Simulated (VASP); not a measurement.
# PbS in VASP: notebook, part 3 of 3

VASP 6.6.1. Earlier steps stand in the parts before.

### 5 Single point, PBEsol

INCAR reads:

```
SYSTEM = PbS
ALGO = Normal ; EDIFF = 1E-6
ENCUT = 520 ; GGA = PS
ISIF = 2 ; ISMEAR = 0
LASPH = .TRUE. ; LCHARG = .FALSE.
LREAL = .FALSE. ; LWAVE = .FALSE.
NBANDS = 17 ; NELM = 100
PREC = Accurate ; SIGMA = 0.05
```

KPOINTS reads:

```
k-points
0
G
  10 10 10
  0 0 0
```

POSCAR reads:

```
PbS
1.0
    0.0000000000      3.0105882409      2.9515570989
    2.9515570989      0.0000000000      2.9515570989
    2.9515570989      3.0105882409      0.0000000000
Pb S
1 1
Direct
    0.5000000000      0.5000000000      0.5000000000
    0.0000000000      0.0000000000      0.0000000000
```

Potentials or basis: VASP PAW PBE potentials, release 64 (Pb_d, S).

Run with:

```sh
cat potpaw_PBE.64/Pb_d/POTCAR potpaw_PBE.64/S/POTCAR > POTCAR
mpirun -np 1 vasp_std > vasp.out
```

OUTCAR:

```text
SYSTEM = PbS
   EDIFF = 1E-6
   ENCUT = 520
   GGA = PS
   ISIF = 2
   ISMEAR = 0
   LASPH = .TRUE.
   LREAL = .FALSE.
   NELM = 100
   PREC = Accurate

 ion  position               nearest neighbor table
   1  0.500  0.500  0.500-   2 2.95   2 2.95   2 2.95   2 2.95   2 3.01   2 3.01
   2  0.000  0.000  0.000-   1 2.95   1 2.95   1 2.95   1 2.95   1 3.01   1 3.01

  LATTYP: Found a body centered tetragonal cell.
 ALAT       =     4.1741320794
 C/A-ratio  =     1.4424978336

  Lattice vectors:

 A1 = (   0.0000000000,  -3.0105882409,   2.9515570989)
 A2 = (   0.0000000000,  -3.0105882409,  -2.9515570989)
 A3 = (   2.9515570989,   3.0105882409,   0.0000000000)

Analysis of symmetry for initial positions (statically):
=====================================================================
 Subroutine PRICEL returns:
 Original cell was already a primitive cell.

 Routine SETGRP: Setting up the symmetry group for a
 body centered tetragonal supercell.

 Subroutine GETGRP returns: Found 16 space group operations
 (whereof 16 operations were pure point group operations)
 out of a pool of 16 trial point group operations.

The static configuration has the point symmetry D_4h.

Analysis of symmetry for dynamics (positions and initial velocities):
=====================================================================
 Subroutine PRICEL returns:
 Original cell was already a primitive cell.

 Routine SETGRP: Setting up the symmetry group for a
 body centered tetragonal supercell.

 Subroutine GETGRP returns: Found 16 space group operations
 (whereof 16 operations were pure point group operations)
 out of a pool of 16 trial point group operations.

The dynamic configuration has the point symmetry D_4h.

 Subroutine INISYM returns: Found 16 space group operations
 (whereof 16 operations are pure point group operations),
 and found     1 'primitive' translations

----------------------------------------------------------------------------------------

                                     Primitive cell

  volume of cell :      52.4546

  direct lattice vectors                    reciprocal lattice vectors
     0.000000000  3.010588241  2.951557099    -0.169402110  0.166080500  0.169402110
     2.951557099  0.000000000  2.951557099     0.169402110 -0.166080500  0.169402110
     2.951557099  3.010588241  0.000000000     0.169402110  0.166080500 -0.169402110

  length of vectors
     4.216080035  4.174132079  4.216080035     0.291507945  0.291507945  0.291507945

  position of ions in fractional coordinates (direct lattice)
     0.500000000  0.500000000  0.500000000
     0.000000000  0.000000000  0.000000000

  ion indices of the primitive-cell ions
   primitive index   ion index
                 1           1
                 2           2

----------------------------------------------------------------------------------------

 KPOINTS: k-points

Automatic generation of k-mesh.
 Grid dimensions read from file:
 generate k-points for:   10   10   10

 Generating k-lattice:

  Cartesian coordinates                     Fractional coordinates (reciprocal lattice)
    -0.016940211  0.016608050  0.016940211     0.100000000  0.000000000  0.000000000
     0.016940211 -0.016608050  0.016940211     0.000000000  0.100000000  0.000000000
     0.016940211  0.016608050 -0.016940211     0.000000000  0.000000000  0.100000000

  Length of vectors
     0.029150795  0.029150795  0.029150795

  Shift w.r.t. Gamma in fractional coordinates (k-lattice)
     0.000000000  0.000000000  0.000000000

 Subroutine IBZKPT returns following result:
 ===========================================

 Found    102 irreducible k-points:

 Following reciprocal coordinates:
            Coordinates               Weight
  0.000000  0.000000  0.000000      1.000000
  0.100000  0.000000 -0.000000      8.000000
  0.200000  0.000000 -0.000000      8.000000
  0.300000  0.000000 -0.000000      8.000000
  0.400000  0.000000 -0.000000      8.000000
  0.500000  0.000000 -0.000000      4.000000
[... 16 lines left out ...]
  0.300000  0.300000  0.000000      4.000000
  0.400000  0.300000 -0.000000     16.000000
 [... further k-points ...]
   k-points           NKPTS =    102   k-points in BZ     NKDIM =    102   number of bands    NBANDS=     17
   number of dos      NEDOS =    301   number of ions     NIONS =      2
   total plane-waves  NPLWV =  32768
   dimension x,y,z NGX =    32 NGY =   32 NGZ =   32
   dimension x,y,z NGXF=    64 NGYF=   64 NGZF=   64
   ions per type =               1   1
   NGX,Y,Z   is equivalent  to a cutoff of  12.62, 12.74, 12.62 a.u.
   NGXF,Y,Z  is equivalent  to a cutoff of  25.24, 25.49, 25.24 a.u.
 SYSTEM =  PbS
   PREC   = accura    normal or accurate (medium, high low for compatibility)
   ISTART =      0    job   : 0-new  1-cont  2-samecut
   ICHARG =      2    charge: 1-file 2-atom 10-const
   ISPIN  =      1    spin polarized calculation?
   LNONCOLLINEAR =      F non collinear calculations
   LSORBIT =      F    spin-orbit coupling
   LASPH  =      T    aspherical Exc in radial PAW
   ENCUT  =  520.0 eV  38.22 Ry    6.18 a.u.   7.84  7.76  7.84*2*pi/ulx,y,z
   NELM   =    100;   NELMIN=  2; NELMDL= -5     # of ELM steps
   EDIFF  = 0.1E-05   stopping-criterion for ELM
   LREAL  =      F    real-space projection
   EDIFFG = 0.1E-04   stopping-criterion for IOM
   NSW    =      0    number of steps for IOM
   IBRION =     -1    ionic relax: 0-MD 1-quasi-New 2-CG
   NFREE  =      0    steps in history (QN), initial steepest desc. (CG)
   ISIF   =      2    stress and relaxation
   ISYM   =      2    0-nonsym 1-usesym 2-fastsym
   POTIM  = 0.5000    time-step for ionic-motion
   TEBEG  =    0.0;   TEEND  =   0.0 temperature during run
   PSTRESS=    0.0 pullay stress
   NELECT =      20.0000    total number of electrons
   NUPDOWN=      -1.0000    fix difference up-down
   EMIN   =  10.00;   EMAX   =-10.00  energy-range for DOS
   EFERMI =   0.00;   METHOD = LEGACY
   ISMEAR =     0;   SIGMA  =   0.05  broadening in eV -4-tet -1-fermi 0-gaus
   EFERMI_NEDOS =   21; number of points for ismear=-14 and -15
   IALGO  =     38    algorithm
   IMIX   =      4    mixing-type and parameters
     AMIX     =   0.40;   BMIX     =  1.00
     AMIX_MAG =   1.60;   BMIX_MAG =  1.00
  volume/ion in A,a.u.               =      26.23       176.99
  Fermi-wavevector in a.u.,A,eV,Ry     =   1.187108  2.243309 19.173677  1.409226
  Thomas-Fermi vector in A             =   2.323266
   LORBIT       =      0    0 simple, 1 ext, 2 COOP (PROOUT), +10 PAW based schemes
   GGA     = PS    functional components
   LHFCALC =     F    Hartree Fock is set to
   AEXX    =    0.0000 exact exchange contribution
   IVDW    =     0    specifies the selected vdW correction
   LEPSILON=     F    determine dielectric tensor
   LRPA    =     F    only Hartree local field effects (RPA)
 non-spin polarized calculation
 Gauss-broadening in eV      SIGMA  =   0.05
  energy-cutoff  :      520.00
  volume of cell :       52.45
 maximum number of plane-waves:      1426
   NGX = 15   NGY = 15   NGZ = 15

 number of electron      19.9999999 magnetization

 Free energy of the ion-electron system (eV)
  ---------------------------------------------------
  ext. energy  EPLUGINS =         0.00000000
  ---------------------------------------------------
  free energy    TOTEN  =        -9.44827863 eV

  energy without entropy =       -9.44827842  energy(sigma->0) =       -9.44827852

 E-fermi :   5.7513     XC(G=0):  -9.8612

 val. band max:        5.6193443931   @ k =   0.5000   0.0000  -0.0000
 cond. band min:       5.8833182849   @ k =   0.5000   0.0000  -0.0000
 fundamental gap:      0.2639738918
 Fermi energy:         5.7513311933

 k-point     1 :       0.0000    0.0000    0.0000
  band No.  band energies     occupation
      1     -11.1180      2.00000
      2     -11.1180      2.00000
      3     -11.1135      2.00000
      4     -11.1107      2.00000
      5     -11.0964      2.00000
      6      -7.9380      2.00000
[... 9 lines left out ...]
     16      12.3174      0.00000
     17      14.0798      0.00000

 k-point     2 :       0.1000    0.0000   -0.0000
  band No.  band energies     occupation
      1     -11.1174      2.00000
      2     -11.1155      2.00000
      3     -11.1139      2.00000
      4     -11.1085      2.00000
      5     -11.0978      2.00000
      6      -7.8518      2.00000
[... 9 lines left out ...]
     16      12.5636      0.00000
     17      14.9091      0.00000
[... 421 lines left out ...]
 k-point    24 :       0.4000    0.3000   -0.0000
  band No.  band energies     occupation
      1     -11.2071      2.00000
      2     -11.1356      2.00000
      3     -11.0911      2.00000
      4     -11.0730      2.00000
      5     -11.0605      2.00000
      6      -6.6538      2.00000
[... 9 lines left out ...]
     16      16.5986      0.00000
     17      17.1748      0.00000

 [... further k-points ...]
[... 5 lines left out ...]
  --------------------------------------------------------------------------------------
  -------------------------------------------------------------------------------------
  Total       -0.1200158     -0.8730985     -0.1200158      0.0000000      0.0000000      0.0000000
  in kB       -3.6657709    -26.6679795     -3.6657709      0.0000000      0.0000000      0.0000000
  external PRESSURE =     -11.3331738 kB  Pullay stress =       0.0000000 kB

 VOLUME and BASIS-vectors are now :
 -----------------------------------------------------------------------------
  energy-cutoff  :      520.00
  volume of cell :       52.45
      direct lattice vectors                 reciprocal lattice vectors
     0.000000000  3.010588241  2.951557099    -0.169402110  0.166080500  0.169402110
     2.951557099  0.000000000  2.951557099     0.169402110 -0.166080500  0.169402110
     2.951557099  3.010588241  0.000000000     0.169402110  0.166080500 -0.169402110

 POSITION                                       TOTAL-FORCE (eV/Angst)
 -----------------------------------------------------------------------------------
      2.95156      3.01059      2.95156        -0.000000      0.000000      0.000000
      0.00000      0.00000      0.00000         0.000000     -0.000000     -0.000000
 -----------------------------------------------------------------------------------
    total drift:                                0.000000     -0.000000      0.000000

  FREE ENERGIE OF THE ION-ELECTRON SYSTEM (eV)
  ---------------------------------------------------
  free  energy   TOTEN  =        -9.4482786278 eV

  energy  without entropy=       -9.4482784153  energy(sigma->0) =       -9.44827852
```

stdout:

```text
POSCAR found type information on POSCAR PbS
 POSCAR found :  2 types and       2 ions
 scaLAPACK will be used
 -----------------------------------------------------------------------------
|                                                                             |
|                                                                             |
|     You enforced a specific xc type in the INCAR file but a different       |
|     I HOPE YOU KNOW WHAT YOU ARE DOING!                                     |
|                                                                             |
 -----------------------------------------------------------------------------

 LDA part: xc-table for (Slater+PW92), standard interpolation
 POSCAR, INCAR and KPOINTS ok, starting setup
 FFT: planning ... GRIDC
 FFT: planning ... GRID_SOFT
 FFT: planning ... GRID
 WAVECAR not read
 entering main loop
```

Run time: 36 s. Hardware: 1 thread of Intel Xeon 6975P-C (Granite Rapids), shared host; peak memory 0.23 GiB.

What came out:

* Free energy: -9.4483 eV
* Pressure: -1.1 GPa
* Band gap on the k mesh: 0.26 eV, direct

Stress tensor (GPa, compression positive):
```
-0.37  0.00  0.00
 0.00 -2.67  0.00
 0.00  0.00 -0.37
```

Caveat: the PAW data sets were made with another functional, which shifts forces and pressure a little; spin-orbit coupling is left out, which moves the levels of the heavy elements. A k mesh can miss the band edges.

### 6 The runs side by side

```csv
cell,gap on the mesh (eV),pressure (GPa)
"a = 4.202 Å, angles 60.0°, 2 atoms",0.27,-1.2
"a = 4.229 Å, angles 60.0°, 2 atoms",0.34,-2.2
"a = 4.174 Å, angles 60.0°, 2 atoms",0.31,0.0
"a = 4.216, b = 4.174 Å, angles 60.3, 59.3, 60.3°, 2 atoms",0.26,-1.1
```

Alike in all rows: task single point; level PBEsol; potentials or basis VASP PAW PBE potentials, release 64 (Pb_d, S); no spin polarisation; k mesh 10 × 10 × 10; cutoff (eV) 520; smearing gaussian 0.05 eV.

Caveats: the PAW data sets were made with another functional, which shifts forces and pressure a little; spin-orbit coupling is left out, which moves the levels of the heavy elements.

Total energies depend on the potentials used, so only differences within one code and one set of settings carry meaning.
